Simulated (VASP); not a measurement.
A run of VASP 6.6.1 is set up as follows.

INCAR

```
  PREC = Accurate
  ENCUT = 520
  EDIFF = 1E-7
  ISMEAR = 0
  SIGMA = 0.05
  LREAL = F
  LASPH = T
  NELM = 60
  ALGO = Normal
  ISIF = 2
  LWAVE = F
  LCHARG = F
  GGA = PS
  NBANDS = 11
```

File KPOINTS:

```
regular mesh
0
Gamma
  10 10 10
```

POSCAR

```
SiC
1.0
    0.0000000000      2.1783945700      2.1783945700
    2.1783945700      0.0000000000      2.1783945700
    2.1783945700      2.1783945700      0.0000000000
Si C
1 1
Direct
   -0.0035337897      0.0058896495      0.0035337897
    0.7582629659      0.7362283902      0.7417370341
```

Potentials or basis: VASP PAW PBE potentials, release 64 (Si, C).

Launch:

```console
$ cat potpaw_PBE.64/Si/POTCAR potpaw_PBE.64/C/POTCAR > POTCAR
$ mpirun -np 1 vasp_std > vasp.out
```

Q: What does it give for the largest force?

A: 1.354 eV/Å.

Q: Predict the band gap on the k mesh.

A: 0.90 eV, indirect (least direct gap 4.28 eV).

Q: Predict the pressure.

A: 0.9 GPa.

Forces in eV/Å, atoms in the order of the input:
```
Si  -1.309  0.082 -0.333
C    1.309 -0.082  0.333
```

Caveat: the cell differs from its parent crystal (mode 4 frozen in at -0.048 Å and mode 5 at -0.012 Å (largest displacements)); the PAW data sets were made with another functional, which shifts forces and pressure a little. A k mesh can miss the band edges.
